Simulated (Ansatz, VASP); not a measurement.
# CoO: VASP beside Ansatz

POSCAR

```
CoO
1.0
    1.6022198400      0.9250420600      5.1329417800
   -1.6022198400      0.9250420600      5.1329417800
    0.0000000000     -1.8500841100      5.1329417800
Co O
2 2
Direct
    0.9994877300      0.9994877300      0.9994877300
    0.4994905900      0.4994905900      0.4994905900
    0.3754955300      0.3754955300      0.3754955300
    0.8755255000      0.8755255000      0.8755255000
```

Contents of INCAR.step1:

```
PREC = Accurate ; ENCUT = 660
ISMEAR = 1 ; SIGMA = 0.1
LREAL = F ; LASPH = T
NELM = 200 ; ISPIN = 2
MAGMOM = 1.8 1.8 0 0 ; LMAXMIX = 4
LDAU = T ; LDAUTYPE = 2
LDAUL = 2 -1 ; LDAUU = 6 0
LDAUJ = 0 0 ; NBANDS = 27
GGA = PE ; ALGO = Normal
EDIFF = 1E-5 ; LWAVE = T
LCHARG = F ; GGA_COMPAT = F
```

INCAR.step2

```
PREC = Accurate ; ENCUT = 660
EDIFF = 1E-6 ; ISMEAR = 1
SIGMA = 0.1 ; LREAL = F
LASPH = T ; NELM = 200
ALGO = Normal ; ISIF = 2
LWAVE = F ; LCHARG = T
ISPIN = 2 ; MAGMOM = 1.8 1.8 0 0
LORBIT = 11 ; LMAXMIX = 4
LDAU = T ; LDAUTYPE = 2
LDAUL = 2 -1 ; LDAUU = 6 0
LDAUJ = 0 0 ; LDAUPRINT = 1
METAGGA = R2SCAN ; LMIXTAU = T
LELF = T ; LVHAR = T
NBANDS = 27 ; ISTART = 1
GGA_COMPAT = F
```

File KPOINTS:

```
Automatic mesh
0
Gamma
  8 8 8
```

Input for Ansatz:

```yaml
crystal:
  lattice:
    - [1.60221984, 0.92504206, 5.13294178]
    - [-1.60221984, 0.92504206, 5.13294178]
    - [0.0, -1.85008411, 5.13294178]
  atoms:
    - { symbol: Co, position: [0.99948773, 0.99948773, 0.9994877300000001] }
    - { symbol: Co, position: [0.49949059, 0.49949058999999996, 0.49949059] }
    - { symbol: O, position: [0.37549553, 0.37549553, 0.37549552999999997] }
    - { symbol: O, position: [0.8755255, 0.8755255000000001, 0.8755255000000001] }
basis:
  ecutwfc: 503.410645550778
kpoints:
  mp_grid:
    grid: [8, 8, 8]
hamiltonian:
  xc: r2scan
  hubbard:
    - { species: Co, l: d, u_eff: 6.0 }
magnetization:
  spin_polarized: true
  per_species:
    Co: 1.8
scf:
  occupations:
    method: methfessel_paxton
    width: 0.1
output:
  eigenvalues: true
```

Alike in both runs: task single point; functional r2SCAN; k mesh 8 × 8 × 8; occupations methfessel-paxton of order 1, width 0.1 eV; collinear spin; Hubbard terms Co d U = 6.0 eV.

|  | VASP | Ansatz |
| --- | --- | --- |
| version | VASP 6.6.1 | Ansatz 0.2.0 |
| potentials or method | VASP PAW PBE potentials, release 64 (Co, O), cutoff 660 eV | plane waves, PAW |
| valence electrons in the cell | 30 | 46 |

Ansatz gave:

* net moment per atom (μB): 0.00
* size of the moment on the site where the two differ most (μB): 2.50

Task: Which values does VASP return?

Result: net moment per atom (μB): 1.50; size of the moment on the site where the two differ most (μB): 2.87.

The net moments are unlike, so the other rows may belong to different states. VASP's potentials were made for PBE, not for r2SCAN. Site moments also hang on the region over which each program counts them. The programs project onto different local orbitals, so the same U acts differently, and such runs can settle in different states. VASP's potentials hold 30 valence electrons a cell and Ansatz's 46, so a difference there can come from the potentials and not from the codes. Ansatz's warnings: seeded moment not kept, stability check not made.
